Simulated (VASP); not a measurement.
Wanted: the native input for a VASP 6.6.1 run.

```
Task                   : single point
Functional             : PBE
Potentials or basis    : VASP PAW PBE potentials, release 64 (Sr_sv, Pb_d)
Cutoff                 : 520 eV
k mesh                 : 12 × 12 × 1
Occupations            : gaussian, width 0.1 eV
Spin                   : no spin polarisation
Dipole correction      : yes
Further INCAR settings : ALGO = Normal; EDIFF = 1e-07; NBANDS = 26
```

The structure of SrPb2 lies in POSCAR:

```
SrPb2
1.0
    4.0294243378      0.0000000000      0.0000000000
    0.0000000000      4.0294243378      0.0000000000
    0.0000000000      0.0000000000     29.5145180400
Sr Pb
1 2
Direct
    0.0000000000      0.0000000000      0.2879938608
    0.5000000000      0.5000000000      0.3540170638
    0.5000000000      0.5000000000      0.2219706578
```

These files were run (other wordings do the same):

INCAR

```
PREC = Accurate ; ENCUT = 520
EDIFF = 1E-7 ; ISMEAR = 0
SIGMA = 0.1 ; LREAL = False
LASPH = True ; NELM = 100
ALGO = Normal ; ISIF = 2
LWAVE = False ; LCHARG = False
LDIPOL = True ; IDIPOL = 3
DIPOL = 0.5 0.5 0.288 ; GGA = PE
NBANDS = 26
```

KPOINTS

```
regular mesh
0
Gamma
  12 12 1
```

Potentials or basis: VASP PAW PBE potentials, release 64 (Sr_sv, Pb_d).

Run with:

```bash
$ cat potpaw_PBE.64/Sr_sv/POTCAR potpaw_PBE.64/Pb_d/POTCAR > POTCAR
$ mpirun -np 1 vasp_std > vasp.out
```

Results of the run:

| Quantity | Value |
| --- | --- |
| Largest force | 0.052 eV/Å |
| Band gap on the k mesh | zero (band 19 reaches -0.86 eV, above the bottom of band 20 at -3.21 eV) |

Caveat: spin-orbit coupling is left out, which moves the levels of the heavy elements.

Run time: 5 min on 1 thread of Intel(R) Xeon(R) 6975P-C (Granite Rapids), with other jobs on the host, peak memory 0.68 GiB.
